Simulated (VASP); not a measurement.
# GaAs (F-43m) in VASP: settings compared, part 2 of 2

VASP 6.6.1. The steps go on from the part before.

### Step 3. Single point, PBE

Input file INCAR:

```
PREC     = Accurate       # precision mode
ENCUT    = 520            # plane-wave cutoff, eV
EDIFF    = 1E-6           # SCF threshold, eV
ISMEAR   = 0              # smearing method
SIGMA    = 0.011          # smearing width, eV
LREAL    = F              # projectors in reciprocal space
LASPH    = T              # aspherical terms in the spheres
NELM     = 60             # most SCF steps
ALGO     = Normal         # electronic algorithm
ISIF     = 2              # what is computed and relaxed
LWAVE    = F              # write WAVECAR
LCHARG   = F              # write CHGCAR
GGA      = PE             # functional
NBANDS   = 16             # bands
```

Input file KPOINTS:

```
Automatic mesh
0
Gamma
  8 8 8
```

Input file POSCAR:

```
GaAs
1.0
    0.0000000000      2.8268500000      2.8268500000
    2.8268500000      0.0000000000      2.8268500000
    2.8268500000      2.8268500000      0.0000000000
As Ga
1 1
Direct
    0.7500000000      0.7500000000      0.7500000000
    0.0000000000      0.0000000000      0.0000000000
```

Potentials or basis: VASP PAW PBE potentials, release 64 (As, Ga_d).

Run with:

```sh
$ cat potpaw_PBE.64/As/POTCAR potpaw_PBE.64/Ga_d/POTCAR > POTCAR
$ mpirun -np 1 vasp_std > vasp.out
```

OUTCAR:

```text
PREC = Accurate
   ENCUT = 520
   EDIFF = 1E-6
   ISMEAR = 0
   LREAL = F
   LASPH = T
   NELM = 60
   ISIF = 2
   GGA = PE

 ion  position               nearest neighbor table
   1  0.750  0.750  0.750-   2 2.45   2 2.45   2 2.45   2 2.45
   2  0.000  0.000  0.000-   1 2.45   1 2.45   1 2.45   1 2.45

  LATTYP: Found a face centered cubic cell.
 ALAT       =     5.6537000000

  Lattice vectors:

 A1 = (   0.0000000000,   2.8268500000,   2.8268500000)
 A2 = (   2.8268500000,   0.0000000000,   2.8268500000)
 A3 = (   2.8268500000,   2.8268500000,   0.0000000000)

Analysis of symmetry for initial positions (statically):
=====================================================================
 Subroutine PRICEL returns:
 Original cell was already a primitive cell.

 Routine SETGRP: Setting up the symmetry group for a
 face centered cubic supercell.

 Subroutine GETGRP returns: Found 24 space group operations
 (whereof 24 operations were pure point group operations)
 out of a pool of 48 trial point group operations.

The static configuration has the point symmetry T_d .

Analysis of symmetry for dynamics (positions and initial velocities):
=====================================================================
 Subroutine PRICEL returns:
 Original cell was already a primitive cell.

 Routine SETGRP: Setting up the symmetry group for a
 face centered cubic supercell.

 Subroutine GETGRP returns: Found 24 space group operations
 (whereof 24 operations were pure point group operations)
 out of a pool of 48 trial point group operations.

The dynamic configuration has the point symmetry T_d .

 Subroutine INISYM returns: Found 24 space group operations
 (whereof 24 operations are pure point group operations),
 and found     1 'primitive' translations

----------------------------------------------------------------------------------------

                                     Primitive cell

  volume of cell :      45.1792

  direct lattice vectors                    reciprocal lattice vectors
     0.000000000  2.826850000  2.826850000    -0.176875321  0.176875321  0.176875321
     2.826850000  0.000000000  2.826850000     0.176875321 -0.176875321  0.176875321
     2.826850000  2.826850000  0.000000000     0.176875321  0.176875321 -0.176875321

  length of vectors
     3.997769609  3.997769609  3.997769609     0.306357042  0.306357042  0.306357042

  position of ions in fractional coordinates (direct lattice)
     0.750000000  0.750000000  0.750000000
     0.000000000  0.000000000  0.000000000

  ion indices of the primitive-cell ions
   primitive index   ion index
                 1           1
                 2           2

----------------------------------------------------------------------------------------

 KPOINTS: Automatic mesh

Automatic generation of k-mesh.
 Grid dimensions read from file:
 generate k-points for:    8    8    8

 Generating k-lattice:

  Cartesian coordinates                     Fractional coordinates (reciprocal lattice)
    -0.022109415  0.022109415  0.022109415     0.125000000  0.000000000  0.000000000
     0.022109415 -0.022109415  0.022109415     0.000000000  0.125000000  0.000000000
     0.022109415  0.022109415 -0.022109415     0.000000000  0.000000000  0.125000000

  Length of vectors
     0.038294630  0.038294630  0.038294630

  Shift w.r.t. Gamma in fractional coordinates (k-lattice)
     0.000000000  0.000000000  0.000000000

 Subroutine IBZKPT returns following result:
 ===========================================

 Found     29 irreducible k-points:

 Following reciprocal coordinates:
            Coordinates               Weight
  0.000000  0.000000  0.000000      1.000000
  0.125000  0.000000  0.000000      8.000000
  0.250000  0.000000  0.000000      8.000000
  0.375000  0.000000  0.000000      8.000000
  0.500000  0.000000  0.000000      4.000000
  0.125000  0.125000  0.000000      6.000000
[... 16 lines left out ...]
  0.500000  0.250000  0.125000     48.000000
 -0.375000  0.250000  0.125000     24.000000
 [... further k-points ...]
   k-points           NKPTS =     29   k-points in BZ     NKDIM =     29   number of bands    NBANDS=     16
   number of dos      NEDOS =    301   number of ions     NIONS =      2
   total plane-waves  NPLWV =  27000
   dimension x,y,z NGX =    30 NGY =   30 NGZ =   30
   dimension x,y,z NGXF=    60 NGYF=   60 NGZF=   60
   ions per type =               1   1
   NGX,Y,Z   is equivalent  to a cutoff of  12.48, 12.48, 12.48 a.u.
   NGXF,Y,Z  is equivalent  to a cutoff of  24.95, 24.95, 24.95 a.u.
 SYSTEM =  unknown system
   PREC   = accura    normal or accurate (medium, high low for compatibility)
   ISTART =      0    job   : 0-new  1-cont  2-samecut
   ICHARG =      2    charge: 1-file 2-atom 10-const
   ISPIN  =      1    spin polarized calculation?
   LNONCOLLINEAR =      F non collinear calculations
   LSORBIT =      F    spin-orbit coupling
   LASPH  =      T    aspherical Exc in radial PAW
   ENCUT  =  520.0 eV  38.22 Ry    6.18 a.u.   7.43  7.43  7.43*2*pi/ulx,y,z
   NELM   =     60;   NELMIN=  2; NELMDL= -5     # of ELM steps
   EDIFF  = 0.1E-05   stopping-criterion for ELM
   LREAL  =      F    real-space projection
   EDIFFG = 0.1E-04   stopping-criterion for IOM
   NSW    =      0    number of steps for IOM
   IBRION =     -1    ionic relax: 0-MD 1-quasi-New 2-CG
   NFREE  =      0    steps in history (QN), initial steepest desc. (CG)
   ISIF   =      2    stress and relaxation
   ISYM   =      2    0-nonsym 1-usesym 2-fastsym
   POTIM  = 0.5000    time-step for ionic-motion
   TEBEG  =    0.0;   TEEND  =   0.0 temperature during run
   PSTRESS=    0.0 pullay stress
   NELECT =      18.0000    total number of electrons
   NUPDOWN=      -1.0000    fix difference up-down
   EMIN   =  10.00;   EMAX   =-10.00  energy-range for DOS
   EFERMI =   0.00;   METHOD = LEGACY
   ISMEAR =     0;   SIGMA  =   0.01  broadening in eV -4-tet -1-fermi 0-gaus
   EFERMI_NEDOS =   21; number of points for ismear=-14 and -15
   IALGO  =     38    algorithm
   IMIX   =      4    mixing-type and parameters
     AMIX     =   0.40;   BMIX     =  1.00
     AMIX_MAG =   1.60;   BMIX_MAG =  1.00
  volume/ion in A,a.u.               =      22.59       152.44
  Fermi-wavevector in a.u.,A,eV,Ry     =   1.204628  2.276417 19.743799  1.451128
  Thomas-Fermi vector in A             =   2.340347
   LORBIT       =      0    0 simple, 1 ext, 2 COOP (PROOUT), +10 PAW based schemes
   GGA     = PE    functional components
   LHFCALC =     F    Hartree Fock is set to
   AEXX    =    0.0000 exact exchange contribution
   IVDW    =     0    specifies the selected vdW correction
   LEPSILON=     F    determine dielectric tensor
   LRPA    =     F    only Hartree local field effects (RPA)
 non-spin polarized calculation
 Gauss-broadening in eV      SIGMA  =   0.01
  energy-cutoff  :      520.00
  volume of cell :       45.18
 maximum number of plane-waves:      1243
 NGX is ok and might be reduce to    30
   NGX = 15   NGY = 15   NGZ = 15

 number of electron      17.9999995 magnetization

 Free energy of the ion-electron system (eV)
  ---------------------------------------------------
  ext. energy  EPLUGINS =         0.00000000
  ---------------------------------------------------
  free energy    TOTEN  =        -8.24710843 eV

  energy without entropy =       -8.24710843  energy(sigma->0) =       -8.24710843

 E-fermi :   4.0553     XC(G=0):  -9.5875

 val. band max:        3.9328530126   @ k =   0.0000   0.0000   0.0000
 cond. band min:       4.4528469529   @ k =   0.0000   0.0000   0.0000
 fundamental gap:      0.5199939403
 Fermi energy:         4.0553221888

 k-point     1 :       0.0000    0.0000    0.0000
  band No.  band energies     occupation
      1     -10.8762      2.00000
      2     -10.8762      2.00000
      3     -10.8762      2.00000
      4     -10.7970      2.00000
      5     -10.7970      2.00000
      6      -8.7928      2.00000
[... 8 lines left out ...]
     15      14.0549      0.00000
     16      14.0549      0.00000
[... 419 lines left out ...]
 k-point    24 :      -0.3750    0.2500    0.1250
  band No.  band energies     occupation
      1     -10.9639      2.00000
      2     -10.8514      2.00000
      3     -10.8438      2.00000
      4     -10.8013      2.00000
      5     -10.7935      2.00000
      6      -6.6855      2.00000
[... 8 lines left out ...]
     15      15.5475      0.00000
     16      16.0689      0.00000

 [... further k-points ...]

------------------------ aborting loop because EDIFF is reached ----------------------------------------

  FORCE on cell =-STRESS in cart. coord.  units (eV):
  Direction    XX          YY          ZZ          XY          YZ          ZX
  --------------------------------------------------------------------------------------
  -------------------------------------------------------------------------------------
  Total        0.9713738      0.9713738      0.9713738      0.0000000     -0.0000000     -0.0000000
  in kB       34.4475766     34.4475766     34.4475766      0.0000000     -0.0000000     -0.0000000
  external PRESSURE =      34.4475766 kB  Pullay stress =       0.0000000 kB

 VOLUME and BASIS-vectors are now :
 -----------------------------------------------------------------------------
  energy-cutoff  :      520.00
  volume of cell :       45.18
      direct lattice vectors                 reciprocal lattice vectors
     0.000000000  2.826850000  2.826850000    -0.176875321  0.176875321  0.176875321
     2.826850000  0.000000000  2.826850000     0.176875321 -0.176875321  0.176875321
     2.826850000  2.826850000  0.000000000     0.176875321  0.176875321 -0.176875321

 POSITION                                       TOTAL-FORCE (eV/Angst)
 -----------------------------------------------------------------------------------
      4.24027      4.24027      4.24027         0.000000      0.000000      0.000000
      0.00000      0.00000      0.00000        -0.000000     -0.000000     -0.000000
 -----------------------------------------------------------------------------------
    total drift:                               -0.000002     -0.000002     -0.000002

  FREE ENERGIE OF THE ION-ELECTRON SYSTEM (eV)
  ---------------------------------------------------
  free  energy   TOTEN  =        -8.2471084250 eV

  energy  without entropy=       -8.2471084250  energy(sigma->0) =       -8.24710843
```

Wall time 14 s (1 thread of Intel Xeon Platinum 8488C (Sapphire Rapids), shared host); peak memory 0.17 GiB.

What came out:

```
Free energy            : -8.2471 eV
Pressure               : 3.4 GPa
Band gap on the k mesh : 0.52 eV, direct
```

A k mesh can miss the band edges. Expect the measured gap to be larger: semilocal functionals such as PBE lack the derivative discontinuity.

### Step 4. Single point, PBE

Input file INCAR:

```
ALGO     = Normal         # electronic algorithm
EDIFF    = 1E-6           # SCF threshold, eV
ENCUT    = 520            # plane-wave cutoff, eV
GGA      = PE             # functional
ISIF     = 2              # what is computed and relaxed
ISMEAR   = 0              # smearing method
LASPH    = True           # aspherical terms in the spheres
LCHARG   = False          # write CHGCAR
LREAL    = False          # projectors in reciprocal space
LWAVE    = False          # write WAVECAR
NBANDS   = 16             # bands
NELM     = 100            # most SCF steps
PREC     = Accurate       # precision mode
SIGMA    = 0.015          # smearing width, eV
```

Input file KPOINTS:

```
k-points
0
Gamma
  8 8 8
```

POSCAR is that of step 3.

Run with:

```sh
$ cat potpaw_PBE.64/As/POTCAR potpaw_PBE.64/Ga_d/POTCAR > POTCAR
$ mpirun -np 1 vasp_std > vasp.out
```

It took 14 s on 1 thread of Intel Xeon Platinum 8488C (Sapphire Rapids), shared host; peak memory 0.17 GiB.

The run converged. Its results:

```
Free energy            : -8.2471 eV
Pressure               : 3.4 GPa
Band gap on the k mesh : 0.52 eV, direct
```

Levels at points of the mesh, in eV from the valence-band top:
```csv
k point,band 7,band 8,band 9,band 10,band 11,band 12
"(0.00, 0.00, 0.00)",0.00,0.00,0.00,0.52,3.73,3.73
"(0.50, 0.00, 0.00)",-6.64,-1.14,-1.14,1.00,4.63,4.63
"(0.50, 0.50, 0.00)",-6.82,-2.68,-2.68,1.46,1.65,10.17
```

A k mesh can miss the band edges. As with any semilocal functional, this PBE gap is likely too small.

### Step 5. Single point, BLYP

This run uses another cell than the first one, of 25.17 Å³/atom, 1.114 times its volume.

Input file INCAR:

```
AGGAC    = 1.0          
AGGAX    = 1.0          
ALDAC    = 0.0          
ALDAX    = 1.0          
ALGO     = Normal         # electronic algorithm
EDIFF    = 1E-6           # SCF threshold, eV
ENCUT    = 520            # plane-wave cutoff, eV
GGA      = B5             # functional
ISIF     = 2              # what is computed and relaxed
ISMEAR   = -1             # smearing method
LASPH    = T              # aspherical terms in the spheres
LCHARG   = F              # write CHGCAR
LREAL    = F              # projectors in reciprocal space
LWAVE    = F              # write WAVECAR
NBANDS   = 16             # bands
NELM     = 100            # most SCF steps
PREC     = Accurate       # precision mode
SIGMA    = 0.05           # smearing width, eV
```

KPOINTS is that of step 4.

Input file POSCAR:

```
GaAs
1.0
    0.0000000000      2.9304856454      2.9304856454
    2.9304856454      0.0000000000      2.9304856454
    2.9304856454      2.9304856454      0.0000000000
As Ga
1 1
Direct
    0.7500000000      0.7500000000      0.7500000000
    0.0000000000      0.0000000000      0.0000000000
```

Run with:

```sh
$ cat potpaw_PBE.64/As/POTCAR potpaw_PBE.64/Ga_d/POTCAR > POTCAR
$ mpirun -np 1 vasp_std > vasp.out
```

Run time: 19 s. Hardware: 1 thread of Intel Xeon Platinum 8488C (Sapphire Rapids), shared host; peak memory 0.18 GiB.

Results (log left out):

- Free energy: -7.0145 eV
- Pressure: 0.2 GPa
- Band gap on the k mesh: zero (filled and empty bands touch)

Levels at points of the mesh, in eV from the Fermi level:
```
           k point  band 7  band 8  band 9  band 10  band 11  band 12
(0.00, 0.00, 0.00)   -0.44   -0.05   -0.05    -0.05     3.67     3.67
(0.50, 0.00, 0.00)   -6.14   -1.03   -1.03     0.65     4.59     4.59
(0.50, 0.50, 0.00)   -6.42   -2.34   -2.34     1.70     1.74     9.21
```

Caveat: the PAW data sets were made with another functional, which shifts forces and pressure a little.

### Step 6. Relaxation of cell and atoms, BLYP

Input file INCAR:

```
AGGAC = 1.0 ; AGGAX = 1.0
ALDAC = 0.0 ; ALDAX = 1.0
ALGO = Normal ; EDIFF = 1E-6
EDIFFG = -0.005 ; ENCUT = 600
GGA = B5 ; IBRION = 2
ISIF = 3 ; ISMEAR = -1
LASPH = T ; LCHARG = F
LREAL = F ; LWAVE = F
NELM = 80 ; NSW = 80
PREC = Accurate ; SIGMA = 0.05
```

KPOINTS is that of step 5.

Input file POSCAR:

```
GaAs
1.0
    0.0000000000      2.8268500000      2.8268500000
    2.8268500000      0.0000000000      2.8268500000
    2.8268500000      2.8268500000      0.0000000000
As Ga
1 1
Direct
    0.7500000000      0.7500000000      0.7500000000
    0.0000000000      0.0000000000      0.0000000000
```

Potentials or basis: VASP PAW PBE potentials, release 64 (As, Ga_d).

Run with:

```sh
$ cat potpaw_PBE.64/As/POTCAR potpaw_PBE.64/Ga_d/POTCAR > POTCAR
$ mpirun -np 1 vasp_std > vasp.out
```

Run time: 1.8 min. Hardware: 1 thread of Intel Xeon Platinum 8488C (Sapphire Rapids), shared host; peak memory 0.2 GiB.

Results (log left out):

```
Free energy                            : -7.0141 eV
Relaxed volume                         : 25.23 Å³/atom
Relaxed cell                           : a = 4.148 Å, b = 4.148 Å, c = 4.148 Å, α = 60.00°, β = 60.00°, γ = 60.00°
Space group after relaxing (to 0.05 Å) : F-43m (No. 216)
Energy gained by relaxing              : 54.0 meV/atom
Ionic steps                            : 13
Pressure after relaxing                : 0.0 GPa
Band gap on the k mesh                 : zero (filled and empty bands touch)
```

The path:
| step | energy change (eV) | largest force (eV/Å) | pressure (GPa) | volume (Å³) |
| --- | --- | --- | --- | --- |
| 1 | 0.0000 | 0.0000 | 7.18 | 45.18 |
| 2 | -0.1007 | 0.0000 | -1.28 | 52.13 |
| 3 | -0.1081 | 0.0000 | -0.09 | 50.54 |
| 4 | -0.1080 | 0.0000 | 0.10 | 50.43 |
| 5 | -0.1080 | 0.0000 | 0.10 | 50.43 |
| 6 | -0.1080 | 0.0000 | 0.05 | 50.44 |
| 7 | -0.1080 | 0.0000 | 0.08 | 50.44 |
| 8 | -0.1080 | 0.0000 | 0.08 | 50.44 |
| 9 | -0.1080 | 0.0000 | 0.08 | 50.44 |
| 10 | -0.1080 | 0.0000 | 0.08 | 50.44 |
| 11 | -0.1080 | 0.0000 | 0.09 | 50.44 |
| 12 | -0.1080 | 0.0000 | 0.09 | 50.45 |
| 13 | -0.1080 | 0.0000 | 0.00 | 50.46 |

Final structure:
```
As Ga
1.0
     0.00000    2.93288    2.93288
     2.93288    0.00000    2.93288
     2.93288    2.93288    0.00000
As Ga
1 1
Direct
  0.75000 0.75000 0.75000
  0.00000 0.00000 0.00000
```

Levels at points of the mesh, in eV from the Fermi level:
| k point | band 6 | band 7 | band 8 | band 9 | band 10 | band 11 | band 12 | band 13 |
| --- | --- | --- | --- | --- | --- | --- | --- | --- |
| (0.00, 0.00, 0.00) | -12.06 | -0.46 | -0.05 | -0.05 | -0.05 | 3.66 | 3.66 | 3.66 |
| (0.50, 0.00, 0.00) | -10.63 | -6.13 | -1.03 | -1.03 | 0.64 | 4.59 | 4.59 | 7.73 |
| (0.50, 0.50, 0.00) | -10.04 | -6.42 | -2.33 | -2.33 | 1.69 | 1.75 | 9.19 | 9.19 |

Caveat: the PAW data sets were made with another functional, which shifts forces and pressure a little; the volume moved by +12 % from the deposited cell, more than functionals usually miss. BLYP gives volumes clearly too large for solids.

### Step 7. Overview

| task | level | cell | cutoff (eV) | smearing | gap on the mesh (eV) | pressure (GPa) |
| --- | --- | --- | --- | --- | --- | --- |
| single point | PBE | a = 3.998 Å, angles 60.0°, 2 atoms | 520 | gaussian 0.016 eV | 0.52 | 3.4 |
| single point | PBE | a = 3.998 Å, angles 60.0°, 2 atoms | 520 | gaussian 0.011 eV | 0.52 | 3.4 |
| single point | PBE | a = 3.998 Å, angles 60.0°, 2 atoms | 520 | gaussian 0.015 eV | 0.52 | 3.4 |
| single point | BLYP | a = 4.144 Å, angles 60.0°, 2 atoms | 520 | fermi-dirac 0.05 eV | none | 0.2 |
| relaxation of cell and atoms | BLYP | relaxed from a = 3.998 Å, angles 60.0°, 2 atoms | 600 | fermi-dirac 0.05 eV | none | 0.0 |

Alike in all rows: potentials or basis VASP PAW PBE potentials, release 64 (As, Ga_d); no spin polarisation; k mesh 8 × 8 × 8.

On the cell as given the gap runs from 0.52 eV (PBE) to 0.52 eV (PBE).

Caveats: the PAW data sets were made with another functional, which shifts forces and pressure a little (some runs); the volume moved by +12 % from the deposited cell, more than functionals usually miss (some runs).

Total energies depend on the potentials used, so only differences within one code and one set of settings carry meaning.

### Step 8. How close it comes

Step 5. Measured gap of GaAs: 1.418 eV (direct; 300 K; “Evidence of valence band perturbations in GaAsN/GaAs(001): A combined variable-angle spectroscopic ellipsometry and modulated photoreflectance investigation”, 2008, arxiv:0805.2212). This calculation gives 0.00 eV (-1.42 eV). So large a miss can be the level of theory's own, or it may mean another phase, state or a wrong row. 3 values of this kind are on record (1.412 to 1.51 eV); this one was drawn at random among those near their median, those with a stated uncertainty first. Spin-orbit coupling on As, Ga is left out. The value is that of BLYP on a finite k mesh, which can miss the band edges, without temperature or zero-point motion. Semilocal functionals fall short of measured gaps as a rule.
